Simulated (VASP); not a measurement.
# C in VASP: single point with PBEsol

Aim: the single point of C with PBEsol.

All numbers are computed with VASP 6.6.1; they aren't measurements. Logs are shortened: lines on timing, memory, paths and dates and some standing lists are left out, and cuts for length are marked.

## (1) The cell of the first run

The cell holds a slab with vacuum, 4 atoms: a = 2.456 Å, b = 2.456 Å, c = 23.524 Å, α = 90.00°, β = 90.00°, γ = 120.00°.

## (2) Single point, PBEsol

INCAR reads:

```
ALGO = Normal
EDIFF = 1E-6
ENCUT = 520
GGA = PS
ISIF = 2
ISMEAR = -1
LASPH = T
LCHARG = F
LREAL = F
LWAVE = F
NBANDS = 16
NELM = 60
PREC = Accurate
SIGMA = 0.05
```

KPOINTS reads:

```
k-points
0
Gamma
  12 12 1
```

POSCAR reads:

```
C
1.0
    2.4561701622      0.0000000000      0.0000000000
   -1.2280850811      2.1271057565      0.0000000000
    0.0000000000      0.0000000000     23.5238033600
C
4
Direct
    0.3333333300      0.6666666600      0.3188259945
    0.6666666700      0.3333333400      0.3188259945
    0.3333333300      0.6666666600      0.6811740055
    0.6666666700      0.3333333400      0.6811740055
```

Potentials or basis: VASP PAW PBE potentials, release 64 (C).

Run with:

```bash
$ cat potpaw_PBE.64/C/POTCAR > POTCAR
$ mpirun -np 1 vasp_std > vasp.out
```

OUTCAR:

```text
EDIFF = 1E-6
   ENCUT = 520
   GGA = PS
   ISIF = 2
   ISMEAR = -1
   LASPH = T
   LREAL = F
   NELM = 60
   PREC = Accurate

 ion  position               nearest neighbor table
   1  0.333  0.667  0.319-   2 1.42   2 1.42   2 1.42
   2  0.667  0.333  0.319-   1 1.42   1 1.42   1 1.42
   3  0.333  0.667  0.681-   4 1.42   4 1.42   4 1.42
   4  0.667  0.333  0.681-   3 1.42   3 1.42   3 1.42

  LATTYP: Found a hexagonal cell.
 ALAT       =     2.4561701622
 C/A-ratio  =     9.5774322651

  Lattice vectors:

 A1 = (   2.4561701622,   0.0000000000,   0.0000000000)
 A2 = (  -1.2280850811,   2.1271057565,   0.0000000000)
 A3 = (   0.0000000000,   0.0000000000,  23.5238033600)

Analysis of symmetry for initial positions (statically):
=====================================================================
 Subroutine PRICEL returns:
 Original cell was already a primitive cell.

 Routine SETGRP: Setting up the symmetry group for a
 hexagonal supercell.

 Subroutine GETGRP returns: Found 24 space group operations
 (whereof 24 operations were pure point group operations)
 out of a pool of 24 trial point group operations.

The static configuration has the point symmetry D_6h.

Analysis of symmetry for dynamics (positions and initial velocities):
=====================================================================
 Subroutine PRICEL returns:
 Original cell was already a primitive cell.

 Routine SETGRP: Setting up the symmetry group for a
 hexagonal supercell.

 Subroutine GETGRP returns: Found 24 space group operations
 (whereof 24 operations were pure point group operations)
 out of a pool of 24 trial point group operations.

The dynamic configuration has the point symmetry D_6h.

 Subroutine INISYM returns: Found 24 space group operations
 (whereof 24 operations are pure point group operations),
 and found     1 'primitive' translations

----------------------------------------------------------------------------------------

                                     Primitive cell

  volume of cell :     122.9009

  direct lattice vectors                    reciprocal lattice vectors
     2.456170162  0.000000000  0.000000000     0.407137916  0.235061185  0.000000000
[... 82 lines left out ...]
   ENCUT  =  520.0 eV  38.22 Ry    6.18 a.u.   4.57  4.57 43.74*2*pi/ulx,y,z
   NELM   =     60;   NELMIN=  2; NELMDL= -5     # of ELM steps
   EDIFF  = 0.1E-05   stopping-criterion for ELM
   LREAL  =      F    real-space projection
   EDIFFG = 0.1E-04   stopping-criterion for IOM
   NSW    =      0    number of steps for IOM
   IBRION =     -1    ionic relax: 0-MD 1-quasi-New 2-CG
   NFREE  =      0    steps in history (QN), initial steepest desc. (CG)
   ISIF   =      2    stress and relaxation
   ISYM   =      2    0-nonsym 1-usesym 2-fastsym
   POTIM  = 0.5000    time-step for ionic-motion
   TEBEG  =    0.0;   TEEND  =   0.0 temperature during run
   PSTRESS=    0.0 pullay stress
   NELECT =      16.0000    total number of electrons
   NUPDOWN=      -1.0000    fix difference up-down
   EMIN   =  10.00;   EMAX   =-10.00  energy-range for DOS
   EFERMI =   0.00;   METHOD = LEGACY
   ISMEAR =    -1;   SIGMA  =   0.05  broadening in eV -4-tet -1-fermi 0-gaus
   EFERMI_NEDOS =   21; number of points for ismear=-14 and -15
   IALGO  =     38    algorithm
   IMIX   =      4    mixing-type and parameters
     AMIX     =   0.40;   BMIX     =  1.00
     AMIX_MAG =   1.60;   BMIX_MAG =  1.00
  volume/ion in A,a.u.               =      30.73       207.34
  Fermi-wavevector in a.u.,A,eV,Ry     =   0.829717  1.567937  9.366655  0.688430
  Thomas-Fermi vector in A             =   1.942311
   LORBIT       =      0    0 simple, 1 ext, 2 COOP (PROOUT), +10 PAW based schemes
   GGA     = PS    functional components
   LHFCALC =     F    Hartree Fock is set to
   AEXX    =    0.0000 exact exchange contribution
   IVDW    =     0    specifies the selected vdW correction
   LEPSILON=     F    determine dielectric tensor
   LRPA    =     F    only Hartree local field effects (RPA)
 non-spin polarized calculation
  energy-cutoff  :      520.00
  volume of cell :      122.90
 maximum number of plane-waves:      3354
   NGX =  9   NGY =  9   NGZ = 87

 number of electron      15.9999995 magnetization

 Free energy of the ion-electron system (eV)
  ---------------------------------------------------
  ext. energy  EPLUGINS =         0.00000000
  ---------------------------------------------------
  free energy    TOTEN  =       -38.55585317 eV

  energy without entropy =      -38.55200235  energy(sigma->0) =      -38.55392776

 E-fermi :  -1.7225     XC(G=0):  -3.6437

 val. band max:       -1.7225619655   @ k =   0.3333   0.3333   0.0000
 cond. band min:      -1.7225167906   @ k =   0.3333   0.3333   0.0000
 fundamental gap:      0.0000451749
 Fermi energy:        -1.7225393779

 k-point     1 :       0.0000    0.0000    0.0000
  band No.  band energies     occupation
      1     -21.3028      2.00000
      2     -21.3028      2.00000
      3      -9.4524      2.00000
      4      -9.4522      2.00000
      5      -4.7240      2.00000
      6      -4.7240      2.00000
[... 338 lines left out ...]
      3     -14.2922      2.00000
      4     -14.2922      2.00000
      5     -12.4133      2.00000
      6     -12.4133      2.00000
[... 8 lines left out ...]
     15      11.3327      0.00000
     16      11.3327      0.00000

------------------------ aborting loop because EDIFF is reached ----------------------------------------

  FORCE on cell =-STRESS in cart. coord.  units (eV):
  Direction    XX          YY          ZZ          XY          YZ          ZX
  --------------------------------------------------------------------------------------
  -------------------------------------------------------------------------------------
  Total        0.5436524      0.5436524     -0.0202794      0.0000000      0.0000000      0.0000000
  in kB        7.0872350      7.0872350     -0.2643695      0.0000000      0.0000000      0.0000000
  external PRESSURE =       4.6367002 kB  Pullay stress =       0.0000000 kB

 VOLUME and BASIS-vectors are now :
 -----------------------------------------------------------------------------
  energy-cutoff  :      520.00
  volume of cell :      122.90
      direct lattice vectors                 reciprocal lattice vectors
     2.456170162  0.000000000  0.000000000     0.407137916  0.235061185  0.000000000
    -1.228085081  2.127105756  0.000000000     0.000000000  0.470122370  0.000000000
     0.000000000  0.000000000 23.523803360     0.000000000  0.000000000  0.042510133

 POSITION                                       TOTAL-FORCE (eV/Angst)
 -----------------------------------------------------------------------------------
      0.00000      1.41807      7.50000         0.000000     -0.000000     -0.000049
      1.22809      0.70904      7.50000        -0.000000      0.000000     -0.000049
      0.00000      1.41807     16.02380         0.000000      0.000000      0.000049
      1.22809      0.70904     16.02380        -0.000000      0.000000      0.000049
 -----------------------------------------------------------------------------------
    total drift:                               -0.000000      0.000000      0.000000

  FREE ENERGIE OF THE ION-ELECTRON SYSTEM (eV)
  ---------------------------------------------------
  free  energy   TOTEN  =       -38.5558531706 eV

  energy  without entropy=      -38.5520023531  energy(sigma->0) =      -38.55392776
```

OSZICAR:

```text
N       E                     dE             d eps       ncg     rms          rms(c)
DAV:   1     0.102055176849E+03    0.10206E+03   -0.61932E+03   616   0.768E+02
DAV:   2    -0.296043757805E+02   -0.13166E+03   -0.11643E+03   928   0.183E+02
DAV:   3    -0.409379453257E+02   -0.11334E+02   -0.11211E+02   808   0.586E+01
[... 11 lines left out ...]
DAV:  15    -0.385557808627E+02   -0.19197E-03   -0.14128E-05   728   0.164E-02    0.730E-03
DAV:  16    -0.385558304780E+02   -0.49615E-04   -0.22540E-06   720   0.740E-03    0.165E-03
DAV:  17    -0.385558501012E+02   -0.19623E-04   -0.12839E-06   704   0.495E-03    0.955E-04
DAV:  18    -0.385558531589E+02   -0.30577E-05   -0.11619E-07   544   0.185E-03    0.300E-04
DAV:  19    -0.385558531706E+02   -0.11733E-07   -0.44903E-08   512   0.814E-04
   1 F= -.38555853E+02 E0= -.38553928E+02  d E =-.385082E-02
```

stdout:

```text
POSCAR found type information on POSCAR C
 POSCAR found :  1 types and       4 ions
 scaLAPACK will be used
 -----------------------------------------------------------------------------
|                                                                             |
|                                                                             |
|     You enforced a specific xc type in the INCAR file but a different       |
|     I HOPE YOU KNOW WHAT YOU ARE DOING!                                     |
|                                                                             |
 -----------------------------------------------------------------------------

 LDA part: xc-table for (Slater+PW92), standard interpolation
 POSCAR, INCAR and KPOINTS ok, starting setup
 FFT: planning ... GRIDC
 FFT: planning ... GRID_SOFT
 FFT: planning ... GRID
 WAVECAR not read
 entering main loop
```

It took 23 s on 1 thread of Intel Xeon 6975P-C (Granite Rapids), shared host; peak memory 0.22 GiB.

What came out:

```yaml
Free_energy: -38.5559 eV
Band_gap_on_the_k_mesh: zero (filled and empty bands touch)
```

Levels at points of the mesh, in eV from the Fermi level:
```csv
k point,band 6,band 7,band 8,band 9,band 10,band 11
"(0.00, 0.00, 0.00)",-3.00,-3.00,-3.00,3.20,3.53,4.00
"(0.50, 0.00, 0.00)",-6.44,-2.39,-2.39,1.66,1.66,7.46
```

Caveat: the PAW data sets were made with another functional, which shifts forces and pressure a little.
